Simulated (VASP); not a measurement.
# Pb (Fm-3m) in VASP: notebook

Pb is run at these levels: PBEsol; tasks: single point.

All numbers are computed with VASP 6.6.1; they aren't measurements. Logs are shortened: lines on timing, memory, paths and dates and some standing lists are left out, and cuts for length are marked.

## Step 1: The cell of the first run

It takes space group Fm-3m (No. 225, cubic). The conventional cell has a = 4.935 Å, b = 4.935 Å, c = 4.935 Å, α = 90.00°, β = 90.00°, γ = 90.00°. Pb (site symmetry m-3m) has 12 Pb at 3.49 Å within 4.6 Å.

## Step 2: Single point, PBEsol

Input file INCAR:

```
ALGO = Fast
EDIFF = 1E-6
ENCUT = 520
GGA = PS
ISIF = 2
ISMEAR = 0
LASPH = True
LCHARG = False
LREAL = False
LWAVE = False
NBANDS = 13
NELM = 80
PREC = Accurate
SIGMA = 0.1
```

Input file KPOINTS:

```
k-points
0
Gamma
  14 14 14
```

Input file POSCAR:

```
Pb
1.0
    0.0000000000      2.4674785437      2.4674785437
    2.4674785437      0.0000000000      2.4674785437
    2.4674785437      2.4674785437      0.0000000000
Pb
1
Direct
    0.0000000000      0.0000000000      0.0000000000
```

Potentials or basis: VASP PAW PBE potentials, release 64 (Pb_d).

Command:

```
$ cat potpaw_PBE.64/Pb_d/POTCAR > POTCAR
$ mpirun -np 1 vasp_std > vasp.out
```

OUTCAR:

```text
EDIFF = 1E-6
   ENCUT = 520
   GGA = PS
   ISIF = 2
   ISMEAR = 0
   LASPH = True
   LREAL = False
   NELM = 80
   PREC = Accurate

 ion  position               nearest neighbor table
   1  0.000  0.000  0.000-

  LATTYP: Found a face centered cubic cell.
 ALAT       =     4.9349570874

  Lattice vectors:

 A1 = (   0.0000000000,   2.4674785437,   2.4674785437)
 A2 = (   2.4674785437,   0.0000000000,   2.4674785437)
 A3 = (   2.4674785437,   2.4674785437,   0.0000000000)

Analysis of symmetry for initial positions (statically):
=====================================================================
 Subroutine PRICEL returns:
 Original cell was already a primitive cell.

 Routine SETGRP: Setting up the symmetry group for a
 face centered cubic supercell.

 Subroutine GETGRP returns: Found 48 space group operations
 (whereof 48 operations were pure point group operations)
 out of a pool of 48 trial point group operations.

The static configuration has the point symmetry O_h .

Analysis of symmetry for dynamics (positions and initial velocities):
=====================================================================
 Subroutine PRICEL returns:
 Original cell was already a primitive cell.

 Routine SETGRP: Setting up the symmetry group for a
 face centered cubic supercell.

 Subroutine GETGRP returns: Found 48 space group operations
 (whereof 48 operations were pure point group operations)
 out of a pool of 48 trial point group operations.

The dynamic configuration has the point symmetry O_h .

 Subroutine INISYM returns: Found 48 space group operations
 (whereof 48 operations are pure point group operations),
 and found     1 'primitive' translations

----------------------------------------------------------------------------------------

                                     Primitive cell

  volume of cell :      30.0462

  direct lattice vectors                    reciprocal lattice vectors
     0.000000000  2.467478544  2.467478544    -0.202636007  0.202636007  0.202636007
     2.467478544  0.000000000  2.467478544     0.202636007 -0.202636007  0.202636007
     2.467478544  2.467478544  0.000000000     0.202636007  0.202636007 -0.202636007

  length of vectors
     3.489541621  3.489541621  3.489541621     0.350975860  0.350975860  0.350975860

  position of ions in fractional coordinates (direct lattice)
     0.000000000  0.000000000  0.000000000

  ion indices of the primitive-cell ions
   primitive index   ion index
                 1           1

----------------------------------------------------------------------------------------

 KPOINTS: k-points

Automatic generation of k-mesh.
 Grid dimensions read from file:
 generate k-points for:   14   14   14

 Generating k-lattice:

  Cartesian coordinates                     Fractional coordinates (reciprocal lattice)
    -0.014474001  0.014474001  0.014474001     0.071428571  0.000000000  0.000000000
     0.014474001 -0.014474001  0.014474001     0.000000000  0.071428571  0.000000000
     0.014474001  0.014474001 -0.014474001     0.000000000  0.000000000  0.071428571

  Length of vectors
     0.025069704  0.025069704  0.025069704

  Shift w.r.t. Gamma in fractional coordinates (k-lattice)
     0.000000000  0.000000000  0.000000000

 Subroutine IBZKPT returns following result:
 ===========================================

 Found    104 irreducible k-points:

 Following reciprocal coordinates:
            Coordinates               Weight
  0.000000  0.000000  0.000000      1.000000
  0.071429  0.000000  0.000000      8.000000
  0.142857  0.000000  0.000000      8.000000
  0.214286  0.000000  0.000000      8.000000
  0.285714  0.000000  0.000000      8.000000
  0.357143  0.000000  0.000000      8.000000
[... 16 lines left out ...]
  0.214286  0.142857  0.000000     24.000000
  0.285714  0.142857  0.000000     24.000000
 [... further k-points ...]
   k-points           NKPTS =    104   k-points in BZ     NKDIM =    104   number of bands    NBANDS=     13
   number of dos      NEDOS =    301   number of ions     NIONS =      1
   total plane-waves  NPLWV =  21952
   dimension x,y,z NGX =    28 NGY =   28 NGZ =   28
   dimension x,y,z NGXF=    56 NGYF=   56 NGZF=   56
   ions per type =               1
   NGX,Y,Z   is equivalent  to a cutoff of  13.34, 13.34, 13.34 a.u.
   NGXF,Y,Z  is equivalent  to a cutoff of  26.68, 26.68, 26.68 a.u.
 SYSTEM =  unknown system
   PREC   = accura    normal or accurate (medium, high low for compatibility)
   ISTART =      0    job   : 0-new  1-cont  2-samecut
   ICHARG =      2    charge: 1-file 2-atom 10-const
   ISPIN  =      1    spin polarized calculation?
   LNONCOLLINEAR =      F non collinear calculations
   LSORBIT =      F    spin-orbit coupling
   LASPH  =      T    aspherical Exc in radial PAW
   ENCUT  =  520.0 eV  38.22 Ry    6.18 a.u.   6.49  6.49  6.49*2*pi/ulx,y,z
   NELM   =     80;   NELMIN=  2; NELMDL= -5     # of ELM steps
   EDIFF  = 0.1E-05   stopping-criterion for ELM
   LREAL  =      F    real-space projection
   EDIFFG = 0.1E-04   stopping-criterion for IOM
   NSW    =      0    number of steps for IOM
   IBRION =     -1    ionic relax: 0-MD 1-quasi-New 2-CG
   NFREE  =      0    steps in history (QN), initial steepest desc. (CG)
   ISIF   =      2    stress and relaxation
   ISYM   =      2    0-nonsym 1-usesym 2-fastsym
   POTIM  = 0.5000    time-step for ionic-motion
   TEBEG  =    0.0;   TEEND  =   0.0 temperature during run
   PSTRESS=    0.0 pullay stress
   NELECT =      14.0000    total number of electrons
   NUPDOWN=      -1.0000    fix difference up-down
   EMIN   =  10.00;   EMAX   =-10.00  energy-range for DOS
   EFERMI =   0.00;   METHOD = LEGACY
   ISMEAR =     0;   SIGMA  =   0.10  broadening in eV -4-tet -1-fermi 0-gaus
   EFERMI_NEDOS =   21; number of points for ismear=-14 and -15
   IALGO  =     68    algorithm
   IMIX   =      4    mixing-type and parameters
     AMIX     =   0.40;   BMIX     =  1.00
     AMIX_MAG =   1.60;   BMIX_MAG =  1.00
  volume/ion in A,a.u.               =      30.05       202.76
  Fermi-wavevector in a.u.,A,eV,Ry     =   1.269173  2.398389 21.916263  1.610800
  Thomas-Fermi vector in A             =   2.402228
   LORBIT       =      0    0 simple, 1 ext, 2 COOP (PROOUT), +10 PAW based schemes
   GGA     = PS    functional components
   LHFCALC =     F    Hartree Fock is set to
   AEXX    =    0.0000 exact exchange contribution
   IVDW    =     0    specifies the selected vdW correction
   LEPSILON=     F    determine dielectric tensor
   LRPA    =     F    only Hartree local field effects (RPA)
 non-spin polarized calculation
 RMM-DIIS sequential band-by-band and
 Gauss-broadening in eV      SIGMA  =   0.10
  energy-cutoff  :      520.00
  volume of cell :       30.05
 maximum number of plane-waves:       869
 NGX is ok and might be reduce to    28
   NGX = 13   NGY = 13   NGZ = 13

 number of electron      13.9999999 magnetization

 Free energy of the ion-electron system (eV)
  ---------------------------------------------------
  ext. energy  EPLUGINS =         0.00000000
  ---------------------------------------------------
  free energy    TOTEN  =        -4.00370229 eV

  energy without entropy =       -4.00161865  energy(sigma->0) =       -4.00266047

 E-fermi :   7.2365     XC(G=0): -10.3852

 val. band max:        7.2340571180   @ k =  -0.2857   0.2857   0.0714
 cond. band min:       7.2511376520   @ k =   0.3571   0.2143   0.0000
 fundamental gap:      0.0170805340
 Fermi energy:         7.2364823599

 k-point     1 :       0.0000    0.0000    0.0000
  band No.  band energies     occupation
      1      -9.7909      2.00000
      2      -9.7909      2.00000
      3      -9.7909      2.00000
      4      -9.6449      2.00000
      5      -9.6449      2.00000
      6      -4.6276      2.00000
      7      14.6872      0.00000
      8      14.6872      0.00000
      9      14.6872      0.00000
     10      16.9726      0.00000
     11      18.6360      0.00000
     12      19.7500      0.00000
     13      19.7500      0.00000

 k-point     2 :       0.0714    0.0000    0.0000
  band No.  band energies     occupation
      1      -9.7911      2.00000
      2      -9.7831      2.00000
      3      -9.7831      2.00000
      4      -9.6454      2.00000
      5      -9.6454      2.00000
      6      -4.5283      2.00000
      7      13.4799      0.00000
      8      14.5620      0.00000
      9      14.5620      0.00000
     10      16.7504      0.00000
     11      19.1593      0.00000
     12      19.9726      0.00000
     13      19.9726      0.00000

 k-point     3 :       0.1429    0.0000    0.0000
  band No.  band energies     occupation
      1      -9.7926      2.00000
      2      -9.7656      2.00000
      3      -9.7656      2.00000
      4      -9.6427      2.00000
      5      -9.6427      2.00000
      6      -4.2302      2.00000
      7      11.2900      0.00000
      8      14.2437      0.00000
      9      14.2437      0.00000
     10      16.4785      0.00000
     11      19.9307      0.00000
     12      20.4108      0.00000
     13      20.4875      0.00000
[... 305 lines left out ...]
 k-point    23 :       0.2143    0.1429    0.0000
  band No.  band energies     occupation
      1      -9.8331      2.00000
      2      -9.7172      2.00000
      3      -9.7097      2.00000
      4      -9.6855      2.00000
      5      -9.6046      2.00000
      6      -3.7347      2.00000
      7      10.5165      0.00000
      8      12.3849      0.00000
      9      12.7102      0.00000
     10      15.8481      0.00000
     11      16.8512      0.00000
     12      21.4808      0.00000
     13      22.3886      0.00000

 k-point    24 :       0.2857    0.1429    0.0000
  band No.  band energies     occupation
      1      -9.8339      2.00000
      2      -9.7308      2.00000
      3      -9.7015      2.00000
      4      -9.6584      2.00000
      5      -9.5732      2.00000
      6      -3.1784      2.00000
      7       8.4600      0.00000
      8      11.9634      0.00000
      9      12.2233      0.00000
     10      15.6516      0.00000
     11      17.2721      0.00000
     12      21.0495      0.00000
     13      21.6680      0.00000

 [... further k-points ...]

------------------------ aborting loop because EDIFF is reached ----------------------------------------

  FORCE on cell =-STRESS in cart. coord.  units (eV):
  Direction    XX          YY          ZZ          XY          YZ          ZX
  --------------------------------------------------------------------------------------
  -------------------------------------------------------------------------------------
  Total       -0.0047357     -0.0047357     -0.0047357     -0.0000000     -0.0000000      0.0000000
  in kB       -0.2525237     -0.2525237     -0.2525237     -0.0000000     -0.0000000      0.0000000
  external PRESSURE =      -0.2525237 kB  Pullay stress =       0.0000000 kB

 VOLUME and BASIS-vectors are now :
 -----------------------------------------------------------------------------
  energy-cutoff  :      520.00
  volume of cell :       30.05
      direct lattice vectors                 reciprocal lattice vectors
     0.000000000  2.467478544  2.467478544    -0.202636007  0.202636007  0.202636007
     2.467478544  0.000000000  2.467478544     0.202636007 -0.202636007  0.202636007
     2.467478544  2.467478544  0.000000000     0.202636007  0.202636007 -0.202636007

 POSITION                                       TOTAL-FORCE (eV/Angst)
 -----------------------------------------------------------------------------------
      0.00000      0.00000      0.00000        -0.000000      0.000000     -0.000000
 -----------------------------------------------------------------------------------
    total drift:                               -0.000000     -0.000000     -0.000000

  FREE ENERGIE OF THE ION-ELECTRON SYSTEM (eV)
  ---------------------------------------------------
  free  energy   TOTEN  =        -4.0037022933 eV

  energy  without entropy=       -4.0016186460  energy(sigma->0) =       -4.00266047
```

It took 74 s on 1 thread of Intel Xeon 8259CL, shared host; peak memory 0.18 GiB.

What came out:

```yaml
Free_energy: -4.0037 eV
Pressure: 0.0 GPa
Band_gap_on_the_k_mesh: zero (band 7 reaches 14.69 eV, above the bottom of band 8 at 5.61 eV)
```

Caveat: the PAW data sets were made with another functional, which shifts forces and pressure a little; spin-orbit coupling is left out, which moves the levels of the heavy elements.

## Step 3: Single point, PBEsol

This run uses another cell than the first one, of 30.32 Å³/atom, 1.009 times its volume.

Input file INCAR:

```
SYSTEM = Pb
  ALGO = Normal
  EDIFF = 1E-6
  ENCUT = 520
  GGA = PS
  ISIF = 2
  ISMEAR = 0
  LASPH = .TRUE.
  LCHARG = .FALSE.
  LREAL = .FALSE.
  LWAVE = .FALSE.
  NBANDS = 13
  NELM = 80
  PREC = Accurate
  SIGMA = 0.1
```

Input file KPOINTS:

```
k-points
0
G
  6 6 6
  0 0 0
```

Input file POSCAR:

```
Pb
1.0
    0.0000000000      2.4750200000      2.4750200000
    2.4750200000      0.0000000000      2.4750200000
    2.4750200000      2.4750200000      0.0000000000
Pb
1
Direct
    0.0000000000      0.0000000000      0.0000000000
```

Potentials or basis: VASP PAW PBE potentials, release 64 (Pb_d).

Command:

```
$ cat potpaw_PBE.64/Pb_d/POTCAR > POTCAR
$ mpirun -np 1 vasp_std > vasp.out
```

Wall time 12 s (1 thread of Intel Xeon 8259CL, shared host); peak memory 0.12 GiB.

The run converged. Its results:

```yaml
Free_energy: -3.8988 eV
Pressure: 0.3 GPa
Band_gap_on_the_k_mesh: zero (band 7 reaches 14.52 eV, above the bottom of band 8 at 5.55 eV)
```

Levels at points of the mesh, in eV from the Fermi level:
```
           k point  band 3  band 4  band 5  band 6  band 7  band 8  band 9  band 10  band 11  band 12
(0.00, 0.00, 0.00)  -17.09  -16.95  -16.95  -11.89    7.29    7.29    7.29     9.64    11.20    12.36
(0.50, 0.00, 0.00)  -17.08  -16.81  -16.81   -8.25   -4.34    5.45    5.45     9.10     9.34    11.07
(0.50, 0.50, 0.00)  -16.83  -16.78  -16.78   -6.84   -3.41    1.92    1.92     5.24     6.53    18.15
```

Caveat: the k points lie up to 0.37 Å⁻¹ apart; the PAW data sets were made with another functional, which shifts forces and pressure a little; spin-orbit coupling is left out, which moves the levels of the heavy elements.
